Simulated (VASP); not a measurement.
Input of a VASP 6.6.1 run:

Contents of POSCAR:

```
MnS
1.0
    0.0000000000      2.6045000000      2.6045000000
    2.6045000000      0.0000000000      2.6045000000
    2.6045000000      2.6045000000      0.0000000000
Mn S
1 1
Direct
    0.0000000000      0.0000000000      0.0000000000
    0.5000000000      0.5000000000      0.5000000000
```

INCAR.step1

```
SYSTEM = MnS
PREC = Accurate ; ENCUT = 520
EDIFF = 1E-6 ; ISMEAR = -1
SIGMA = 0.05 ; LREAL = .False.
LASPH = .True. ; NELM = 200
ALGO = Normal ; ISIF = 2
LWAVE = .False. ; LCHARG = .True.
ISPIN = 2 ; MAGMOM = 4 0
LMAXMIX = 4 ; LDAU = .True.
LDAUTYPE = 2 ; LDAUL = 2 -1
LDAUU = 5 0 ; LDAUJ = 0 0
LDAUPRINT = 1 ; GGA = PS
NBANDS = 22 ; GGA_COMPAT = .False.
NEDOS = 2001 ; LORBIT = 11
```

KPOINTS.step1

```
regular mesh
0
Gamma
  9 9 9
  0 0 0
```

File INCAR.step2:

```
SYSTEM = MnS
PREC = Accurate ; ENCUT = 520
EDIFF = 1E-6 ; ISMEAR = -5
SIGMA = 0.05 ; LREAL = .False.
LASPH = .True. ; NELM = 200
ALGO = Normal ; ISIF = 2
LWAVE = .False. ; LCHARG = .False.
ISPIN = 2 ; MAGMOM = 4 0
LORBIT = 11 ; LMAXMIX = 4
LDAU = .True. ; LDAUTYPE = 2
LDAUL = 2 -1 ; LDAUU = 5 0
LDAUJ = 0 0 ; LDAUPRINT = 1
GGA = PS ; NBANDS = 22
NEDOS = 2001 ; ICHARG = 11
GGA_COMPAT = .False.
```

The input KPOINTS.step2:

```
regular mesh
0
Gamma
  14 14 14
  0 0 0
```

Potentials or basis: VASP PAW PBE potentials, release 64 (Mn_sv, S).

Run with:

```console
$ cat potpaw_PBE.64/Mn_sv/POTCAR potpaw_PBE.64/S/POTCAR > POTCAR
$ cp INCAR.step1 INCAR
$ cp KPOINTS.step1 KPOINTS
$ mpirun -np 1 vasp_std > vasp.out
$ cp INCAR.step2 INCAR
$ cp KPOINTS.step2 KPOINTS
$ mpirun -np 1 vasp_std > vasp.out
```

Predict the net moment.

5.00 μB per cell.

Predict the site moments.

Mn +4.47; S +0.08 μB.

Eigenvalues of the final occupation matrices:
```csv
site,spin,trace,eigenvalues
site 1 d,1,4.57,0.91 0.91 0.91 0.93 0.93
site 1 d,2,0.14,0.01 0.01 0.01 0.05 0.05
```

Caveat: a cell with one magnetic atom can't hold antiferromagnetic order, which such compounds often take. The state reached can hang on the start; a lower one may exist.
